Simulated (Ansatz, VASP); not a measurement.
## One calculation of Pd, two programs

File INCAR:

```
PREC = Accurate ; ENCUT = 500
EDIFF = 1E-6 ; ISMEAR = -1
SIGMA = 0.05 ; LREAL = False
LASPH = True ; NELM = 200
ALGO = Normal ; ISIF = 2
LWAVE = False ; LCHARG = True
ISPIN = 2 ; MAGMOM = 0.5
LORBIT = 11 ; LMAXMIX = 4
GGA = PE ; LELF = True
LVHAR = True ; NBANDS = 15
GGA_COMPAT = False
```

KPOINTS

```
Automatic mesh
0
Gamma
  14 14 14
```

Contents of POSCAR:

```
Pd
1.0
    2.5058264553      0.0000000000      0.0000000000
    0.0000000000      2.5058264553      0.0000000000
    0.0000000000      0.0000000000      2.5058264553
Pd
1
Direct
    0.0000000000      0.0000000000      0.0000000000
```

Input for Ansatz:

```yaml
crystal:
  lattice:
    - [2.5058264553, 0.0, 0.0]
    - [0.0, 2.5058264553, 0.0]
    - [0.0, 0.0, 2.5058264553]
  atoms:
    - { symbol: Pd, position: [0.0, 0.0, 0.0], spin: 0.5 }
hamiltonian:
  xc: pbe
  pseudopotentials:
    kind: paw
    azcp:
      Pd: "pseudopotentials/Pd.paw.azcp"
basis:
  ecutwfc: 420
  fft_grid_basis: typed
kpoints:
  mp_grid: { grid: [14, 14, 14], shift: [0, 0, 0] }
magnetization:
  spin_polarized: true
scf:
  occupations: { method: fermi_dirac, width: 0.05 }
  lower_state_search: "off"
output:
  stress: true
```

Alike in both runs: task single point; functional PBE; k mesh 14 × 14 × 14; occupations fermi-dirac, width 0.05 eV; collinear spin.

|  | VASP | Ansatz |
| --- | --- | --- |
| version | VASP 6.6.1 | Ansatz 0.2.0 |
| potentials or method | VASP PAW PBE potentials, release 64 (Pd), cutoff 500 eV | plane waves (420 eV) with PAW, scalar-relativistic |
| valence electrons in the cell | 10 | 18 |

Ansatz gave:

| Item | Value |
| --- | --- |
| pressure (GPa) | 21.7 |
| net moment per atom (μB) | 0.00 |

Q: What did VASP give for the same quantities?

A: Pressure (GPa): 21.1; net moment per atom (μB): 0.00.

VASP's potentials hold 10 valence electrons a cell and Ansatz's 18, so a difference there can come from the potentials and not from the codes. Ansatz's warnings: seeded moment not kept.
